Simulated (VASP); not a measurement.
# MgW4 (Im-3m) in VASP: density of states with PBE

Aim: the density of states of MgW4 with PBE.

Everything below comes from runs of VASP 6.6.1. Logs are shortened: lines on timing, memory, paths and dates and some standing lists are left out, and cuts for length are marked.

### 1 The cell of the first run

The structure is cubic, space group Im-3m (No. 229). Conventional cell: a = 5.737 Å, b = 5.737 Å, c = 5.737 Å, α = 90.00°, β = 90.00°, γ = 90.00°. Within 3.3 Å of Mg (site symmetry m-3m) lie 8 W at 2.48 Å. W (site symmetry -3m) has 2 Mg at 2.48 Å and 6 W at 2.87 Å within 3.3 Å.

### 2 Density of states, PBE

The input, POSCAR:

```
MgW4
1.0
   -2.8684565921      2.8684565921      2.8684565921
    2.8684565921     -2.8684565921      2.8684565921
    2.8684565921      2.8684565921     -2.8684565921
Mg W
1 4
Direct
    0.0000000000      0.0000000000      0.0000000000
    0.5000000000      0.5000000000      0.5000000000
    0.0000000000      0.0000000000      0.5000000000
    0.0000000000      0.5000000000      0.0000000000
    0.5000000000      0.0000000000      0.0000000000
```

The input, INCAR.step1:

```
PREC     = Accurate       # precision mode
ENCUT    = 520            # plane-wave cutoff, eV
EDIFF    = 1E-6           # SCF threshold, eV
ISMEAR   = 0              # smearing method
SIGMA    = 0.1            # smearing width, eV
LREAL    = False          # projectors in reciprocal space
LASPH    = True           # aspherical terms in the spheres
NELM     = 100            # most SCF steps
ALGO     = Fast           # electronic algorithm
ISIF     = 2              # what is computed and relaxed
LWAVE    = False          # write WAVECAR
LCHARG   = True           # write CHGCAR
LMAXMIX  = 4              # l up to which the mixer works
GGA      = PE             # functional
NBANDS   = 37             # bands
```

The input, KPOINTS.step1:

```
Automatic mesh
0
Gamma
  10 10 10
```

The input, INCAR.step2:

```
PREC     = Accurate       # precision mode
ENCUT    = 520            # plane-wave cutoff, eV
EDIFF    = 1E-6           # SCF threshold, eV
ISMEAR   = -5             # smearing method
SIGMA    = 0.1            # smearing width, eV
LREAL    = False          # projectors in reciprocal space
LASPH    = True           # aspherical terms in the spheres
NELM     = 100            # most SCF steps
ALGO     = Fast           # electronic algorithm
ISIF     = 2              # what is computed and relaxed
LWAVE    = False          # write WAVECAR
LCHARG   = False          # write CHGCAR
LMAXMIX  = 4              # l up to which the mixer works
GGA      = PE             # functional
LORBIT   = 10             # projections on sites
NEDOS    = 2001           # points of the DOS
ICHARG   = 11             # starting density
```

The input, KPOINTS.step2:

```
Automatic mesh
0
Gamma
  15 15 15
```

Potentials or basis: VASP PAW PBE potentials, release 64 (Mg, W_sv).

Command:

```console
cat potpaw_PBE.64/Mg/POTCAR potpaw_PBE.64/W_sv/POTCAR > POTCAR
cp INCAR.step1 INCAR
cp KPOINTS.step1 KPOINTS
mpirun -np 1 vasp_std > vasp.out
cp INCAR.step2 INCAR
cp KPOINTS.step2 KPOINTS
mpirun -np 1 vasp_std > vasp.out
```

OUTCAR:

```text
PREC = Accurate
   ENCUT = 520
   EDIFF = 1E-6
   ISMEAR = -5
   LREAL = False
   LASPH = True
   NELM = 100
   ISIF = 2
   GGA = PE
   LORBIT = 10
   ICHARG = 11

 ion  position               nearest neighbor table
   1  0.000  0.000  0.000-   2 2.48   3 2.48   4 2.48   5 2.48   3 2.48   4 2.48   5 2.48   2 2.48

   2  0.500  0.500  0.500-   1 2.48   1 2.48   4 2.87   5 2.87   5 2.87   4 2.87   3 2.87   3 2.87

   3  0.000  0.000  0.500-   1 2.48   1 2.48   4 2.87   5 2.87   2 2.87   4 2.87   5 2.87   2 2.87

   4  0.000  0.500  0.000-   1 2.48   1 2.48   3 2.87   5 2.87   2 2.87   3 2.87   2 2.87   5 2.87

   5  0.500  0.000  0.000-   1 2.48   1 2.48   3 2.87   4 2.87   2 2.87   2 2.87   3 2.87   4 2.87

  LATTYP: Found a body centered cubic cell.
 ALAT       =     5.7369131842

  Lattice vectors:

 A1 = (  -2.8684565921,   2.8684565921,   2.8684565921)
 A2 = (   2.8684565921,  -2.8684565921,   2.8684565921)
 A3 = (   2.8684565921,   2.8684565921,  -2.8684565921)

Analysis of symmetry for initial positions (statically):
=====================================================================
 Subroutine PRICEL returns:
 Original cell was already a primitive cell.

 Routine SETGRP: Setting up the symmetry group for a
 body centered cubic supercell.

 Subroutine GETGRP returns: Found 48 space group operations
 (whereof 48 operations were pure point group operations)
 out of a pool of 48 trial point group operations.

The static configuration has the point symmetry O_h .

Analysis of symmetry for dynamics (positions and initial velocities):
=====================================================================
 Subroutine PRICEL returns:
 Original cell was already a primitive cell.

 Routine SETGRP: Setting up the symmetry group for a
 body centered cubic supercell.

 Subroutine GETGRP returns: Found 48 space group operations
 (whereof 48 operations were pure point group operations)
 out of a pool of 48 trial point group operations.

The dynamic configuration has the point symmetry O_h .

 Subroutine INISYM returns: Found 48 space group operations
 (whereof 48 operations are pure point group operations),
 and found     1 'primitive' translations

----------------------------------------------------------------------------------------

                                     Primitive cell

  volume of cell :      94.4071

  direct lattice vectors                    reciprocal lattice vectors
    -2.868456592  2.868456592  2.868456592     0.000000000  0.174309767  0.174309767
     2.868456592 -2.868456592  2.868456592     0.174309767  0.000000000  0.174309767
     2.868456592  2.868456592 -2.868456592     0.174309767  0.174309767  0.000000000

  length of vectors
     4.968312557  4.968312557  4.968312557     0.246511236  0.246511236  0.246511236

  position of ions in fractional coordinates (direct lattice)
     0.000000000  0.000000000  0.000000000
     0.500000000  0.500000000  0.500000000
     0.000000000  0.000000000  0.500000000
     0.000000000  0.500000000  0.000000000
     0.500000000  0.000000000  0.000000000

  ion indices of the primitive-cell ions
   primitive index   ion index
                 1           1
                 2           2
                 3           3
                 4           4
                 5           5

----------------------------------------------------------------------------------------

 KPOINTS: Automatic mesh

Automatic generation of k-mesh.
 Grid dimensions read from file:
 generate k-points for:   15   15   15

 Generating k-lattice:

  Cartesian coordinates                     Fractional coordinates (reciprocal lattice)
     0.000000000  0.011620651  0.011620651     0.066666667  0.000000000  0.000000000
     0.011620651  0.000000000  0.011620651     0.000000000  0.066666667  0.000000000
     0.011620651  0.011620651  0.000000000     0.000000000  0.000000000  0.066666667

  Length of vectors
     0.016434082  0.016434082  0.016434082

  Shift w.r.t. Gamma in fractional coordinates (k-lattice)
     0.000000000  0.000000000  0.000000000

 TETIRR: Found   3891 inequivalent tetrahedra from    20250

 Subroutine IBZKPT returns following result:
 ===========================================

 Found    120 irreducible k-points:

 Following reciprocal coordinates:
            Coordinates               Weight
  0.000000  0.000000  0.000000      1.000000
  0.066667  0.000000  0.000000     12.000000
  0.133333  0.000000  0.000000     12.000000
  0.200000  0.000000  0.000000     12.000000
  0.266667  0.000000  0.000000     12.000000
  0.333333  0.000000  0.000000     12.000000
[... 16 lines left out ...]
  0.333333  0.200000  0.000000     48.000000
  0.400000  0.200000  0.000000     24.000000
 [... further k-points ...]
   k-points           NKPTS =    120   k-points in BZ     NKDIM =    120   number of bands    NBANDS=     34
   number of dos      NEDOS =   2001   number of ions     NIONS =      5
   total plane-waves  NPLWV =  64000
   dimension x,y,z NGX =    40 NGY =   40 NGZ =   40
   dimension x,y,z NGXF=    80 NGYF=   80 NGZF=   80
   ions per type =               1   4
   NGX,Y,Z   is equivalent  to a cutoff of  13.38, 13.38, 13.38 a.u.
   NGXF,Y,Z  is equivalent  to a cutoff of  26.77, 26.77, 26.77 a.u.
 SYSTEM =  unknown system
   PREC   = accura    normal or accurate (medium, high low for compatibility)
   ISTART =      0    job   : 0-new  1-cont  2-samecut
   ICHARG =     11    charge: 1-file 2-atom 10-const
   ISPIN  =      1    spin polarized calculation?
   LNONCOLLINEAR =      F non collinear calculations
   LSORBIT =      F    spin-orbit coupling
   LASPH  =      T    aspherical Exc in radial PAW
   ENCUT  =  520.0 eV  38.22 Ry    6.18 a.u.   9.24  9.24  9.24*2*pi/ulx,y,z
   NELM   =    100;   NELMIN=  2; NELMDL=  0     # of ELM steps
   EDIFF  = 0.1E-05   stopping-criterion for ELM
   LREAL  =      F    real-space projection
   EDIFFG = 0.1E-04   stopping-criterion for IOM
   NSW    =      0    number of steps for IOM
   IBRION =     -1    ionic relax: 0-MD 1-quasi-New 2-CG
   NFREE  =      0    steps in history (QN), initial steepest desc. (CG)
   ISIF   =      2    stress and relaxation
   ISYM   =      2    0-nonsym 1-usesym 2-fastsym
   POTIM  = 0.5000    time-step for ionic-motion
   TEBEG  =    0.0;   TEEND  =   0.0 temperature during run
   PSTRESS=    0.0 pullay stress
   NELECT =      58.0000    total number of electrons
   NUPDOWN=      -1.0000    fix difference up-down
   EMIN   =  10.00;   EMAX   =-10.00  energy-range for DOS
   EFERMI =   0.00;   METHOD = LEGACY
   ISMEAR =    -5;   SIGMA  =   0.10  broadening in eV -4-tet -1-fermi 0-gaus
   EFERMI_NEDOS =   21; number of points for ismear=-14 and -15
   IALGO  =     68    algorithm
   IMIX   =      4    mixing-type and parameters
     AMIX     =   0.40;   BMIX     =  1.00
     AMIX_MAG =   1.60;   BMIX_MAG =  1.00
  volume/ion in A,a.u.               =      18.88       127.42
  Fermi-wavevector in a.u.,A,eV,Ry     =   1.391712  2.629953 26.352592  1.936861
  Thomas-Fermi vector in A             =   2.515524
   LORBIT       =     10    0 simple, 1 ext, 2 COOP (PROOUT), +10 PAW based schemes
   GGA     = PE    functional components
   LHFCALC =     F    Hartree Fock is set to
   AEXX    =    0.0000 exact exchange contribution
   IVDW    =     0    specifies the selected vdW correction
   LEPSILON=     F    determine dielectric tensor
   LRPA    =     F    only Hartree local field effects (RPA)
 non-spin polarized calculation
 RMM-DIIS sequential band-by-band and
 Fermi weights with tetrahedron method with Bloechl corrections
  energy-cutoff  :      520.00
  volume of cell :       94.41
 maximum number of plane-waves:      2559
 NGX is ok and might be reduce to    40

 number of electron      58.0000012 magnetization

 Free energy of the ion-electron system (eV)
  ---------------------------------------------------
  ext. energy  EPLUGINS =         0.00000000
  ---------------------------------------------------
  free energy    TOTEN  =       -42.71721668 eV

  energy without entropy =      -42.71721668  energy(sigma->0) =      -42.71721668

 E-fermi :   7.5427     XC(G=0): -11.8532

 val. band max:        7.6215471313   @ k =  -0.3333   0.3333   0.2000
 cond. band min:       7.4971312242   @ k =   0.4667   0.0000   0.0000
 fundamental gap:     -0.1244159072
 Fermi energy:         7.5427137262

 k-point     1 :       0.0000    0.0000    0.0000
  band No.  band energies     occupation
      1     -66.5487      2.00000
      2     -66.4836      2.00000
      3     -66.4836      2.00000
      4     -66.4836      2.00000
      5     -30.9946      2.00000
      6     -30.9946      2.00000
[... 26 lines left out ...]
     33       9.4018      0.00000
     34       9.4019      0.00000

 k-point     2 :       0.0667    0.0000    0.0000
  band No.  band energies     occupation
      1     -66.5480      2.00000
      2     -66.4844      2.00000
      3     -66.4837      2.00000
      4     -66.4837      2.00000
      5     -30.9926      2.00000
      6     -30.9921      2.00000
[... 26 lines left out ...]
     33       9.4921      0.00000
     34       9.5909      0.00000

 k-point     3 :       0.1333    0.0000    0.0000
  band No.  band energies     occupation
      1     -66.5460      2.00000
      2     -66.4864      2.00000
      3     -66.4837      2.00000
      4     -66.4837      2.00000
      5     -30.9878      2.00000
      6     -30.9863      2.00000
[... 26 lines left out ...]
     33       9.4092      0.00000
     34       9.8033      0.00000

 k-point     4 :       0.2000    0.0000    0.0000
  band No.  band energies     occupation
      1     -66.5426      2.00000
      2     -66.4898      2.00000
      3     -66.4837      2.00000
      4     -66.4837      2.00000
      5     -30.9832      2.00000
      6     -30.9808      2.00000
[... 26 lines left out ...]
     33       9.0540      0.00000
     34       9.8950      0.00000

 k-point     5 :       0.2667    0.0000    0.0000
  band No.  band energies     occupation
      1     -66.5379      2.00000
      2     -66.4943      2.00000
      3     -66.4837      2.00000
      4     -66.4836      2.00000
      5     -30.9805      2.00000
      6     -30.9775      2.00000
[... 621 lines left out ...]
 k-point    22 :       0.2667    0.2000   -0.0000
  band No.  band energies     occupation
      1     -66.5256      2.00000
      2     -66.5004      2.00000
      3     -66.4959      2.00000
      4     -66.4778      2.00000
      5     -30.9556      2.00000
      6     -30.9057      2.00000
[... 26 lines left out ...]
     33       8.6515      0.00000
     34       9.1311      0.00000

 k-point    23 :       0.3333    0.2000    0.0000
  band No.  band energies     occupation
      1     -66.5194      2.00000
      2     -66.5065      2.00000
      3     -66.4965      2.00000
      4     -66.4771      2.00000
      5     -30.9522      2.00000
      6     -30.9041      2.00000
[... 26 lines left out ...]
     33       8.4785      0.00000
     34       8.7379      0.00000

 k-point    24 :       0.4000    0.2000    0.0000
  band No.  band energies     occupation
      1     -66.5130      2.00000
      2     -66.5129      2.00000
      3     -66.4967      2.00000
      4     -66.4769      2.00000
      5     -30.9515      2.00000
      6     -30.9036      2.00000
[... 26 lines left out ...]
     33       8.3315      0.00000
     34       8.6289      0.00000

 [... further k-points ...]
[... 5 lines left out ...]
  --------------------------------------------------------------------------------------
  -------------------------------------------------------------------------------------
  Total        0.0661441      0.0661441      0.0661441      0.0000000     -0.0000000      0.0000000
  in kB        1.1225273      1.1225273      1.1225273      0.0000000     -0.0000000      0.0000000
  external PRESSURE =       1.1225273 kB  Pullay stress =       0.0000000 kB

 VOLUME and BASIS-vectors are now :
 -----------------------------------------------------------------------------
  energy-cutoff  :      520.00
  volume of cell :       94.41
      direct lattice vectors                 reciprocal lattice vectors
    -2.868456592  2.868456592  2.868456592     0.000000000  0.174309767  0.174309767
     2.868456592 -2.868456592  2.868456592     0.174309767  0.000000000  0.174309767
     2.868456592  2.868456592 -2.868456592     0.174309767  0.174309767  0.000000000

 POSITION                                       TOTAL-FORCE (eV/Angst)
 -----------------------------------------------------------------------------------
      0.00000      0.00000      0.00000         0.000000     -0.000000     -0.000000
      1.43423      1.43423      1.43423        -0.000000      0.000000     -0.000000
      1.43423      1.43423     -1.43423         0.000000     -0.000000     -0.000000
      1.43423     -1.43423      1.43423        -0.000000      0.000000      0.000000
     -1.43423      1.43423      1.43423         0.000000     -0.000000      0.000000
 -----------------------------------------------------------------------------------
    total drift:                                0.000000     -0.000000      0.000000

  FREE ENERGIE OF THE ION-ELECTRON SYSTEM (eV)
  ---------------------------------------------------
  free  energy   TOTEN  =       -42.7172166807 eV

  energy  without entropy=      -42.7172166807  energy(sigma->0) =      -42.71721668

 total charge

# of ion       s       p       d       tot
------------------------------------------
    1        0.325   0.350   0.096   0.771
    2        2.415   6.180   3.326  11.921
    3        2.415   6.180   3.326  11.921
    4        2.415   6.180   3.326  11.921
    5        2.415   6.180   3.326  11.921
--------------------------------------------------
tot          9.986  25.070  13.400  48.456
```

Run time: 21 min. Hardware: 1 thread of Oxide Virtual Turin-like, shared host; peak memory 0.41 GiB.

Results:

* Valence electrons inside the program's atomic spheres: Mg 0.77; W 11.92

Levels at points of the mesh, in eV from the Fermi level:
```
           k point  band 27  band 28  band 29  band 30  band 31  band 32
(0.00, 0.00, 0.00)     0.61     0.61     1.27     1.27     1.27     1.86
```

Caveat: spin-orbit coupling is left out, which moves the levels of the heavy elements; tetrahedron occupations give inexact forces and stress in metals.
